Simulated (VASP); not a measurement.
## ZrS: single point with PBEsol

Crystal: ZrS.

```xyz
2
Lattice="0.2242 2.8310 2.8310 2.8310 0.2242 2.8310 2.8310 2.8310 0.2242" Properties=species:S:1:pos:R:3 pbc="T T T"
Zr    0.0000    0.0000    0.0000
S     2.9431    2.9431    2.9431
```

```
Program             : VASP 6.6.1
Task                : single point
Functional          : PBEsol
Potentials or basis : VASP PAW PBE potentials, release 64 (Zr_sv, S)
Cutoff              : 520 eV
k mesh              : 16 × 16 × 16
Occupations         : gaussian, width 0.15 eV
Spin                : no spin polarisation
```

| Item | Value |
| --- | --- |
| Pressure | -15.3 GPa |
| Band gap on the k mesh | zero (bands 9 and 10 overlap by 1.78 eV) |

Stress tensor (GPa, compression positive):
```
-15.34  -1.22  -1.22
 -1.22 -15.34  -1.22
 -1.22  -1.22 -15.34
```

Levels at points of the mesh, in eV from the Fermi level:
```
           k point  band 7  band 8  band 9  band 10  band 11  band 12
(0.00, 0.00, 0.00)   -3.11   -3.11   -1.87    -0.81    -0.81    -0.35
(0.50, 0.00, 0.00)   -5.93   -5.24    0.40     1.74     1.87     2.16
(0.50, 0.50, 0.00)   -4.54   -3.96   -2.94     0.45     1.38     2.21
(0.50, 0.50, 0.50)   -4.92   -4.92    0.97     1.01     1.01     2.34
```

Run time: 5 min on 1 thread of AMD EPYC 7R13 (shared host), peak memory 0.35 GiB.

Caveat: the cell stands under tension; the PAW data sets were made with another functional, which shifts forces and pressure a little.
